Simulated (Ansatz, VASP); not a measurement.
## Ag in VASP and in Ansatz

Contents of INCAR:

```
SYSTEM = Ag
  PREC = Accurate
  ENCUT = 520
  EDIFF = 1E-6
  ISMEAR = -1
  SIGMA = 0.08
  LREAL = .False.
  LASPH = .True.
  NELM = 80
  ALGO = Normal
  ISIF = 2
  LWAVE = .False.
  LCHARG = .False.
  GGA = PE
  NBANDS = 12
```

Contents of KPOINTS:

```
regular mesh
0
Gamma
  16 16 16
  0 0 0
```

File POSCAR:

```
Ag
1.0
    2.3203519192      0.0000000000      0.0000000000
    0.0000000000      2.3203519192      0.0000000000
    0.0000000000      0.0000000000      2.3203519192
Ag
1
Direct
    0.0000000000      0.0000000000      0.0000000000
```

Input for Ansatz:

```yaml
crystal:
  lattice:
    - [2.3203519192, 0.0, 0.0]
    - [0.0, 2.3203519192, 0.0]
    - [0.0, 0.0, 2.3203519192]
  atoms:
    - { symbol: Ag, position: [0.0, 0.0, 0.0] }
kpoints:
  mp_grid: { grid: [16, 16, 16] }
scf:
  occupations: { method: fermi_dirac, width: 0.08 }
hamiltonian:
  xc: pbe
  pseudopotentials: { kind: paw }
output:
  forces: true
  stress: true
  eigenvalues: true
  populations: true
  write_density: true
  write_potential: true
  elf: true
  volumetric_format: npy
```

Change from the starting cell: volume scaled by 0.6, PAW files.

Alike in both runs: task single point; functional PBE; k mesh 16 × 16 × 16; occupations fermi-dirac, width 0.08 eV; no spin polarisation.

|  | VASP | Ansatz |
| --- | --- | --- |
| version | VASP 6.6.1 | Ansatz 0.2.0 |
| potentials or method | VASP PAW PBE potentials, release 64 (Ag) | PAW with Ansatz's default frozen-core files, scalar-relativistic |
| plane-wave cutoff (eV) | 520 | 420 |
| valence electrons in the cell | 11 | 19 |

|  | VASP | Ansatz | Ansatz less VASP |
| --- | --- | --- | --- |
| pressure (GPa) | 140.8 | 142.4 | +1.55 |

Both programs put the cell under a high pressure, so it lies far from rest at this level. The functional is the same, so the differences come from potentials, cutoffs and numerics. VASP's potentials hold 11 valence electrons a cell and Ansatz's 19, so a difference there can come from the potentials and not from the codes.

Noted on VASP's run: the cell as given lies far from equilibrium.
